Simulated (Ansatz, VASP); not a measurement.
# One calculation of CaO, two programs

```xyz
2
Lattice="0.0000 2.4151 2.4151 2.4151 0.0000 2.4151 2.4151 2.4151 0.0000" Properties=species:S:1:pos:R:3 pbc="T T T"
Ca    0.0000    0.0000    0.0000
O     2.4151    2.4151    2.4151
```

Alike in both runs: functional PBE; k mesh 8 × 8 × 8; occupations gaussian, width 0.02 eV; no spin polarisation.

Ansatz relaxed the structure, and its values are those at the end. VASP's run is a single point on that final structure, the one shown.

```csv
,VASP,Ansatz
version,VASP 6.6.1,Ansatz 0.2.0
potentials or method,"VASP PAW PBE potentials, release 64 (Ca_sv, O), cutoff 520 eV","scalar-relativistic, plane waves, PAW"
valence electrons in the cell,16,16
```

```tsv
	VASP	Ansatz	Ansatz less VASP
gap on the k mesh at the Fermi level (eV)	3.64	3.66	+0.019
least direct gap on the mesh (eV)	4.02	4.03	+0.018
pressure (GPa)	0.6	0.0	-0.53
```

With one functional, cell and mesh, what is left measures potentials, basis and numerics.
